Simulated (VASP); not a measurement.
# Hf2SeS3 (P-4m2) in VASP: further runs

Runs on Hf2SeS3. Level: PBE. Tasks: relaxation of cell and atoms, single point.

Program: VASP 6.6.1. These are calculated values, not measurements. Logs are shortened: lines on timing, memory, paths and dates and some standing lists are left out, and cuts for length are marked.

### Step 1. The cell of the first run

Symmetry: P-4m2, No. 115, tetragonal system. The conventional cell has a = 4.587 Å, b = 4.587 Å, c = 6.845 Å, α = 90.00°, β = 90.00°, γ = 90.00°. Within 3.1 Å of Hf (site symmetry 2mm) lie 4 S at 2.32 to 2.73 Å and 2 Se at 3.01 Å. Se (site symmetry -4m2) has 4 Hf at 3.01 Å and 10 S at 3.42 to 3.61 Å within 4.0 Å. Within 3.2 Å of S (site symmetry 2mm) lie 2 Hf at 2.32 Å and 1 S at 3.17 Å. Within 3.8 Å of S (site symmetry -4m2) lie 4 Hf at 2.73 Å and 2 Se at 3.42 Å and 8 S at 3.73 Å.

The cell was built from a structure type or drawn by symmetry, and may not be a known phase.

### Step 2. Relaxation of cell and atoms, PBE

INCAR

```
SYSTEM = Hf2SeS3
PREC = Accurate
ENCUT = 600
EDIFF = 1E-6
ISMEAR = 0
SIGMA = 0.1
LREAL = .False.
LASPH = .True.
NELM = 100
ALGO = Normal
ISIF = 3
LWAVE = .False.
LCHARG = .False.
GGA = PE
IBRION = 2
NSW = 90
EDIFFG = -0.04
```

KPOINTS

```
Automatic mesh
0
Gamma
  4 4 4
  0 0 0
```

POSCAR

```
Hf2SeS3
1.0
    4.5865822869      0.0000000000      0.0000000000
    0.0000000000      4.5865822869      0.0000000000
    0.0000000000      0.0000000000      6.8450188126
Hf Se S
2 1 3
Direct
    0.5000000000      0.0000000000      0.2162519824
    0.0000000000      0.5000000000      0.7837480176
    0.5000000000      0.5000000000      0.5000000000
    0.0000000000      0.0000000000      0.2687861608
    0.0000000000      0.0000000000      0.7312138392
    0.5000000000      0.5000000000      0.0000000000
```

Potentials or basis: VASP PAW PBE potentials, release 64 (Hf_pv, Se, S).

Run with:

```
$ cat potpaw_PBE.64/Hf_pv/POTCAR potpaw_PBE.64/Se/POTCAR potpaw_PBE.64/S/POTCAR > POTCAR
$ mpirun -np 1 vasp_std > vasp.out
```

OUTCAR:

```text
SYSTEM = Hf2SeS3
   PREC = Accurate
   ENCUT = 600
   EDIFF = 1E-6
   ISMEAR = 0
   LREAL = .False.
   LASPH = .True.
   NELM = 100
   ISIF = 3
   GGA = PE
   IBRION = 2
   NSW = 90
   EDIFFG = -0.04

 ion  position               nearest neighbor table
   1  0.500  0.000  0.216-   4 2.32   4 2.32   6 2.73   6 2.73   3 3.01   3 3.01
   2  0.000  0.500  0.784-   5 2.32   5 2.32   6 2.73   6 2.73   3 3.01   3 3.01
   3  0.500  0.500  0.500-   1 3.01   2 3.01   1 3.01   2 3.01
   4  0.000  0.000  0.269-   1 2.32   1 2.32
   5  0.000  0.000  0.731-   2 2.32   2 2.32
   6  0.500  0.500  0.000-   1 2.73   2 2.73   1 2.73   2 2.73

  LATTYP: Found a simple tetragonal cell.
 ALAT       =     4.5865822869
 C/A-ratio  =     1.4924007430

  Lattice vectors:

 A1 = (   4.5865822869,   0.0000000000,   0.0000000000)
 A2 = (   0.0000000000,   4.5865822869,   0.0000000000)
 A3 = (   0.0000000000,   0.0000000000,   6.8450188126)

Analysis of symmetry for initial positions (statically):
=====================================================================
 Subroutine PRICEL returns:
 Original cell was already a primitive cell.

 Routine SETGRP: Setting up the symmetry group for a
 simple tetragonal supercell.

 Subroutine GETGRP returns: Found  8 space group operations
 (whereof  8 operations were pure point group operations)
 out of a pool of 16 trial point group operations.

The static configuration has the point symmetry D_2d.

Analysis of symmetry for dynamics (positions and initial velocities):
=====================================================================
 Subroutine PRICEL returns:
 Original cell was already a primitive cell.

 Routine SETGRP: Setting up the symmetry group for a
 simple tetragonal supercell.

 Subroutine GETGRP returns: Found  8 space group operations
 (whereof  8 operations were pure point group operations)
 out of a pool of 16 trial point group operations.

The dynamic configuration has the point symmetry D_2d.

 Subroutine INISYM returns: Found  8 space group operations
 (whereof  8 operations are pure point group operations),
 and found     1 'primitive' translations

----------------------------------------------------------------------------------------

                                     Primitive cell

  volume of cell :     143.9969

  direct lattice vectors                    reciprocal lattice vectors
     4.586582287  0.000000000  0.000000000     0.218027267  0.000000000  0.000000000
[... 78 lines left out ...]
   PREC   = accura    normal or accurate (medium, high low for compatibility)
   ISTART =      0    job   : 0-new  1-cont  2-samecut
   ICHARG =      2    charge: 1-file 2-atom 10-const
   ISPIN  =      1    spin polarized calculation?
   LNONCOLLINEAR =      F non collinear calculations
   LSORBIT =      F    spin-orbit coupling
   LASPH  =      T    aspherical Exc in radial PAW
   ENCUT  =  600.0 eV  44.10 Ry    6.64 a.u.   9.16  9.16 13.67*2*pi/ulx,y,z
   NELM   =    100;   NELMIN=  2; NELMDL= -5     # of ELM steps
   EDIFF  = 0.1E-05   stopping-criterion for ELM
   LREAL  =      F    real-space projection
   EDIFFG = -.4E-01   stopping-criterion for IOM
   NSW    =     90    number of steps for IOM
   IBRION =      2    ionic relax: 0-MD 1-quasi-New 2-CG
   NFREE  =      1    steps in history (QN), initial steepest desc. (CG)
   ISIF   =      3    stress and relaxation
   ISYM   =      2    0-nonsym 1-usesym 2-fastsym
   POTIM  = 0.5000    time-step for ionic-motion
   TEBEG  =    0.0;   TEEND  =   0.0 temperature during run
   PSTRESS=    0.0 pullay stress
   NELECT =      44.0000    total number of electrons
   NUPDOWN=      -1.0000    fix difference up-down
   EMIN   =  10.00;   EMAX   =-10.00  energy-range for DOS
   EFERMI =   0.00;   METHOD = LEGACY
   ISMEAR =     0;   SIGMA  =   0.10  broadening in eV -4-tet -1-fermi 0-gaus
   EFERMI_NEDOS =   21; number of points for ismear=-14 and -15
   IALGO  =     38    algorithm
   IMIX   =      4    mixing-type and parameters
     AMIX     =   0.40;   BMIX     =  1.00
     AMIX_MAG =   1.60;   BMIX_MAG =  1.00
  volume/ion in A,a.u.               =      24.00       161.96
  Fermi-wavevector in a.u.,A,eV,Ry     =   1.102659  2.083724 16.542749  1.215858
  Thomas-Fermi vector in A             =   2.239106
   LORBIT       =      0    0 simple, 1 ext, 2 COOP (PROOUT), +10 PAW based schemes
   GGA     = PE    functional components
   LHFCALC =     F    Hartree Fock is set to
   AEXX    =    0.0000 exact exchange contribution
   IVDW    =     0    specifies the selected vdW correction
   LEPSILON=     F    determine dielectric tensor
   LRPA    =     F    only Hartree local field effects (RPA)
 conjugate gradient relaxation of ions
 non-spin polarized calculation
 Gauss-broadening in eV      SIGMA  =   0.10
  energy-cutoff  :      600.00
  volume of cell :      144.00
 maximum number of plane-waves:      4830
 NGX is ok and might be reduce to    40
   NGX = 19   NGY = 19   NGZ = 27

--------------------------------------- Ionic step        1  -------------------------------------------

 number of electron      44.0000005 magnetization

 Free energy of the ion-electron system (eV)
  ---------------------------------------------------
  ext. energy  EPLUGINS =         0.00000000
  ---------------------------------------------------
  free energy    TOTEN  =       -41.99421991 eV

  energy without entropy =      -41.99414644  energy(sigma->0) =      -41.99418317

------------------------ aborting loop because EDIFF is reached ----------------------------------------

  FORCE on cell =-STRESS in cart. coord.  units (eV):
  Direction    XX          YY          ZZ          XY          YZ          ZX
  --------------------------------------------------------------------------------------
  -------------------------------------------------------------------------------------
  Total       -0.1773620     -0.1773620     -0.6553290      0.0000000      0.0000000      0.0000000
  in kB       -1.9734132     -1.9734132     -7.2915009      0.0000000      0.0000000      0.0000000
  external PRESSURE =      -3.7461091 kB  Pullay stress =       0.0000000 kB
[... 107 lines left out ...]
--------------------------------------- Ionic step        4  -------------------------------------------

 number of electron      44.0000004 magnetization

 Free energy of the ion-electron system (eV)
  ---------------------------------------------------
  ext. energy  EPLUGINS =         0.00000000
  ---------------------------------------------------
  free energy    TOTEN  =       -41.99664383 eV

  energy without entropy =      -41.99637513  energy(sigma->0) =      -41.99650948

 E-fermi :   4.0138     XC(G=0):  -9.5571

 val. band max:        3.8750137267   @ k =   0.0000   0.0000   0.0000
 cond. band min:       4.1588788084   @ k =   0.0000   0.0000   0.0000
 fundamental gap:      0.2838650817
 Fermi energy:         4.0138028170

 k-point     1 :       0.0000    0.0000    0.0000
  band No.  band energies     occupation
      1     -28.1344      2.00000
      2     -28.1202      2.00000
      3     -28.0259      2.00000
      4     -28.0259      2.00000
      5     -27.9948      2.00000
      6     -27.9948      2.00000
[... 544 lines left out ...]
  FREE ENERGIE OF THE ION-ELECTRON SYSTEM (eV)
  ---------------------------------------------------
  free  energy   TOTEN  =       -41.9966438339 eV

  energy  without entropy=      -41.9963751285  energy(sigma->0) =      -41.99650948

 reached required accuracy - stopping structural energy minimisation
```

It took 3.3 min on 1 thread of Intel Xeon Platinum 8259CL at 2.50GHz (Skylake/Cascade Lake), shared host; peak memory 0.35 GiB.

What came out:

- Free energy: -41.9966 eV
- Relaxed volume: 23.83 Å³/atom
- Relaxed cell: a = 4.589 Å, b = 4.589 Å, c = 6.789 Å, α = 90.00°, β = 90.00°, γ = 90.00°
- Space group after relaxing (to 0.1 Å): P-4m2 (No. 115)
- Energy gained by relaxing: 0.4 meV/atom
- Ionic steps: 4
- Pressure after relaxing: 0.0 GPa
- Largest force after relaxing: 0.011 eV/Å
- Band gap on the k mesh: 0.28 eV

Forces in eV/Å, atoms in the order of the input:
```
Hf   0.000  0.000 -0.010
Hf   0.000  0.000  0.010
Se   0.000  0.000  0.000
S    0.000  0.000 -0.011
S    0.000  0.000  0.011
S    0.000  0.000  0.000
```

Step by step:
```tsv
step	energy change (eV)	largest force (eV/Å)	pressure (GPa)	volume (Å³)
1	0.0000	0.0273	-0.37	144.00
2	-0.0018	0.0216	0.22	142.83
3	-0.0018	0.0196	0.16	142.95
4	-0.0024	0.0110	-0.04	142.95
```

Final structure:
```xyz
6
Lattice="4.5887 0.0000 0.0000 0.0000 4.5887 0.0000 0.0000 0.0000 6.7890" Properties=species:S:1:pos:R:3 pbc="T T T"
Hf    2.2944    4.5887    1.4693
Hf    4.5887    2.2944    5.3197
Se    2.2944    2.2944    3.3945
S     0.0000    4.5887    1.8259
S     4.5887    4.5887    4.9631
S     2.2944    2.2944    6.7890
```

Levels at points of the mesh, in eV from the valence-band top:
| k point | band 19 | band 20 | band 21 | band 22 | band 23 | band 24 | band 25 | band 26 |
| --- | --- | --- | --- | --- | --- | --- | --- | --- |
| (0.00, 0.00, 0.00) | -1.39 | -0.74 | -0.74 | 0.00 | 0.28 | 0.45 | 0.96 | 1.02 |
| (0.50, 0.00, 0.00) | -2.18 | -1.39 | -1.13 | -1.11 | 1.00 | 1.12 | 1.14 | 1.21 |
| (0.50, 0.50, 0.00) | -1.92 | -1.92 | -1.72 | -1.53 | 1.45 | 1.45 | 2.39 | 2.48 |
| (0.00, 0.00, 0.50) | -2.22 | -1.93 | -0.68 | -0.68 | 0.41 | 0.76 | 0.80 | 1.48 |
| (0.50, 0.00, 0.50) | -2.38 | -1.84 | -1.46 | -1.42 | 0.61 | 0.78 | 1.16 | 1.38 |
| (0.50, 0.50, 0.50) | -3.18 | -2.66 | -1.22 | -1.22 | 1.32 | 1.32 | 2.08 | 3.08 |

Caveat: spin-orbit coupling is left out, which moves the levels of the heavy elements. A k mesh can miss the band edges.

### Step 3. Single point, PBE

INCAR

```
PREC = Accurate ; ENCUT = 520
EDIFF = 1E-6 ; ISMEAR = 0
SIGMA = 0.01 ; LREAL = False
LASPH = True ; NELM = 60
ALGO = Normal ; ISIF = 2
LWAVE = False ; LCHARG = False
GGA = PE ; NBANDS = 31
```

KPOINTS

```
regular mesh
0
Gamma
  8 8 6
```

POSCAR

```
Hf2SeS3
1.0
    4.5989003015      0.0000000000      0.0000000000
    0.0000000000      4.5989003015      0.0000000000
    0.0000000000      0.0000000000      6.7977669896
Hf Se S
2 1 3
Direct
    0.5000000000      0.0000000000      0.2167975030
    0.0000000000      0.5000000000      0.7832024970
    0.5000000000      0.5000000000      0.5000000000
    0.0000000000      0.0000000000      0.2677270989
    0.0000000000      0.0000000000      0.7322729011
    0.5000000000      0.5000000000      0.0000000000
```

Potentials or basis: VASP PAW PBE potentials, release 64 (Hf_pv, Se, S).

Run with:

```
$ cat potpaw_PBE.64/Hf_pv/POTCAR potpaw_PBE.64/Se/POTCAR potpaw_PBE.64/S/POTCAR > POTCAR
$ mpirun -np 1 vasp_std > vasp.out
```

OUTCAR:

```text
PREC = Accurate
   ENCUT = 520
   EDIFF = 1E-6
   ISMEAR = 0
   LREAL = False
   LASPH = True
   NELM = 60
   ISIF = 2
   GGA = PE

 ion  position               nearest neighbor table
   1  0.500  0.000  0.217-   4 2.33   4 2.33   6 2.73   6 2.73   3 3.00   3 3.00
   2  0.000  0.500  0.783-   5 2.33   5 2.33   6 2.73   6 2.73   3 3.00   3 3.00
   3  0.500  0.500  0.500-   1 3.00   2 3.00   1 3.00   2 3.00
   4  0.000  0.000  0.268-   1 2.33   1 2.33
   5  0.000  0.000  0.732-   2 2.33   2 2.33
   6  0.500  0.500  0.000-   1 2.73   2 2.73   1 2.73   2 2.73

  LATTYP: Found a simple tetragonal cell.
 ALAT       =     4.5989003015
 C/A-ratio  =     1.4781288012

  Lattice vectors:

 A1 = (   4.5989003015,   0.0000000000,   0.0000000000)
 A2 = (   0.0000000000,   4.5989003015,   0.0000000000)
 A3 = (   0.0000000000,   0.0000000000,   6.7977669896)

Analysis of symmetry for initial positions (statically):
=====================================================================
 Subroutine PRICEL returns:
 Original cell was already a primitive cell.

[... 181 lines left out ...]
 cond. band min:       4.1126617757   @ k =   0.0000   0.0000   0.0000
 fundamental gap:      0.2866764255
 Fermi energy:         3.9260420053

 k-point     1 :       0.0000    0.0000    0.0000
  band No.  band energies     occupation
      1     -28.2140      2.00000
      2     -28.2002      2.00000
      3     -28.0960      2.00000
      4     -28.0960      2.00000
      5     -28.0638      2.00000
      6     -28.0638      2.00000
[... 805 lines left out ...]
     30       7.5429      0.00000
     31       7.7773      0.00000

 [... further k-points ...]

------------------------ aborting loop because EDIFF is reached ----------------------------------------

  FORCE on cell =-STRESS in cart. coord.  units (eV):
  Direction    XX          YY          ZZ          XY          YZ          ZX
  --------------------------------------------------------------------------------------
  -------------------------------------------------------------------------------------
  Total       -0.4737118     -0.4737118     -0.2294854      0.0000000      0.0000000      0.0000000
  in kB       -5.2789862     -5.2789862     -2.5573572      0.0000000      0.0000000      0.0000000
  external PRESSURE =      -4.3717765 kB  Pullay stress =       0.0000000 kB

 VOLUME and BASIS-vectors are now :
 -----------------------------------------------------------------------------
  energy-cutoff  :      520.00
  volume of cell :      143.77
      direct lattice vectors                 reciprocal lattice vectors
     4.598900301  0.000000000  0.000000000     0.217443287  0.000000000  0.000000000
     0.000000000  4.598900301  0.000000000     0.000000000  0.217443287  0.000000000
     0.000000000  0.000000000  6.797766990     0.000000000  0.000000000  0.147107131

 POSITION                                       TOTAL-FORCE (eV/Angst)
 -----------------------------------------------------------------------------------
      2.29945      0.00000      1.47374         0.000000      0.000000      0.006202
      0.00000      2.29945      5.32403        -0.000000     -0.000000     -0.006202
      2.29945      2.29945      3.39888        -0.000000     -0.000000      0.000000
      0.00000      0.00000      1.81995         0.000000     -0.000000     -0.021303
      0.00000      0.00000      4.97782        -0.000000     -0.000000      0.021303
      2.29945      2.29945      0.00000        -0.000000      0.000000      0.000000
 -----------------------------------------------------------------------------------
    total drift:                                0.000000      0.000000      0.000000

  FREE ENERGIE OF THE ION-ELECTRON SYSTEM (eV)
  ---------------------------------------------------
  free  energy   TOTEN  =       -41.9761991351 eV

  energy  without entropy=      -41.9761991351  energy(sigma->0) =      -41.97619914
```

OSZICAR:

```text
N       E                     dE             d eps       ncg     rms          rms(c)
DAV:   1     0.226211156019E+03    0.22621E+03   -0.21409E+04  3752   0.127E+03
DAV:   2    -0.290219413905E+02   -0.25523E+03   -0.24490E+03  4664   0.283E+02
DAV:   3    -0.462885047542E+02   -0.17267E+02   -0.17037E+02  4595   0.608E+01
DAV:   4    -0.466532079534E+02   -0.36470E+00   -0.36392E+00  4960   0.102E+01
DAV:   5    -0.466593075558E+02   -0.60996E-02   -0.60984E-02  4859   0.129E+00    0.630E+01
DAV:   6    -0.421094677410E+02    0.45498E+01   -0.11126E+01  4266   0.128E+01    0.457E+01
DAV:   7    -0.420802767084E+02    0.29191E-01   -0.23269E+00  4954   0.722E+00    0.977E+00
DAV:   8    -0.419907759359E+02    0.89501E-01   -0.62761E-01  4247   0.342E+00    0.154E+00
DAV:   9    -0.419769027003E+02    0.13873E-01   -0.85083E-02  4514   0.131E+00    0.738E-01
DAV:  10    -0.419760921992E+02    0.81050E-03   -0.72834E-03  4455   0.415E-01    0.644E-01
DAV:  11    -0.419762000358E+02   -0.10784E-03   -0.65718E-04  4965   0.135E-01    0.189E-01
DAV:  12    -0.419761917319E+02    0.83039E-05   -0.95506E-05  4647   0.458E-02    0.777E-02
DAV:  13    -0.419761978431E+02   -0.61112E-05   -0.43443E-05  4639   0.286E-02    0.888E-03
DAV:  14    -0.419761991110E+02   -0.12680E-05   -0.37101E-06  4384   0.896E-03    0.313E-02
DAV:  15    -0.419761991351E+02   -0.24047E-07   -0.86794E-07  3287   0.463E-03
   1 F= -.41976199E+02 E0= -.41976199E+02  d E =-.488002E-48
```

stdout:

```text
POSCAR found type information on POSCAR HfSeS
 POSCAR found :  3 types and       6 ions
 scaLAPACK will be used
 LDA part: xc-table for (Slater+PW92), standard interpolation
 POSCAR, INCAR and KPOINTS ok, starting setup
 FFT: planning ... GRIDC
 FFT: planning ... GRID_SOFT
 FFT: planning ... GRID
 WAVECAR not read
 entering main loop
```

Run time: 3.4 min. Hardware: 1 thread of Intel Xeon Platinum 8259CL at 2.50GHz (Skylake/Cascade Lake), shared host; peak memory 0.41 GiB.

What came out:

```yaml
Free_energy: -41.9762 eV
Pressure: -0.4 GPa
Largest_force: 0.021 eV/Å
Band_gap_on_the_k_mesh: 0.29 eV
```

Forces in eV/Å, atoms in the order of the input:
```
Hf   0.000  0.000  0.006
Hf   0.000  0.000 -0.006
Se   0.000  0.000  0.000
S    0.000  0.000 -0.021
S    0.000  0.000  0.021
S    0.000  0.000  0.000
```

Stress tensor (GPa, compression positive):
```
-0.53  0.00  0.00
 0.00 -0.53  0.00
 0.00  0.00 -0.26
```

Levels at points of the mesh, in eV from the valence-band top:
```tsv
k point	band 20	band 21	band 22	band 23	band 24	band 25
(0.00, 0.00, 0.00)	-0.75	-0.75	0.00	0.29	0.45	0.96
(0.50, 0.00, 0.00)	-1.39	-1.12	-1.10	0.96	1.11	1.13
(0.50, 0.50, 0.00)	-1.92	-1.71	-1.54	1.45	1.45	2.37
(0.00, 0.00, 0.50)	-1.94	-0.70	-0.70	0.41	0.75	0.79
(0.50, 0.00, 0.50)	-1.84	-1.46	-1.41	0.60	0.77	1.12
(0.50, 0.50, 0.50)	-2.65	-1.23	-1.23	1.32	1.32	2.07
```

Caveat: spin-orbit coupling is left out, which moves the levels of the heavy elements.
